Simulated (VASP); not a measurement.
Runs of VASP 6.6.1 on Rb3H. The structure is that of space group Pm-3m (No. 221), or close to it. The cells are those of the table. 

| task | cell | k mesh | cutoff (eV) | gap on the mesh (eV) | pressure (GPa) | relaxed volume (Å³/atom) |
| --- | --- | --- | --- | --- | --- | --- |
| relaxation of cell and atoms | relaxed from a = 6.150 Å, 4 atoms | 8 × 8 × 8 | 600 | none | 0.0 | 59.92 |
| single point | a = 6.150 Å, 4 atoms | 4 × 4 × 4 | 520 | none | 0.1 | - |
| relaxation of cell and atoms | relaxed from a = 5.017 Å, 4 atoms | 4 × 4 × 4 | 600 | none | 0.0 | 59.87 |
| single point | a = 5.017 Å, 4 atoms | 4 × 4 × 4 | 520 | none | (a) | - |
| single point | a = 6.224 Å, 4 atoms | 8 × 8 × 8 | 520 | none | 0.0 | - |

Alike in all rows: level PBE; potentials or basis VASP PAW PBE potentials, release 64 (Rb_sv, H); no spin polarisation; smearing gaussian 0.1 eV.

**Question.** Estimate the missing entries.

**Answer.** (a) 6.6.

Caveats: the volume moved by over 15 % at a fixed basis, so the end points are rough (at least some runs); the cell stands under pressure (at least some runs).

A k mesh can miss the band edges, and the runs leave out spin-orbit coupling on Rb.

A gap of «none» marks levels without a gap at the run's occupations.
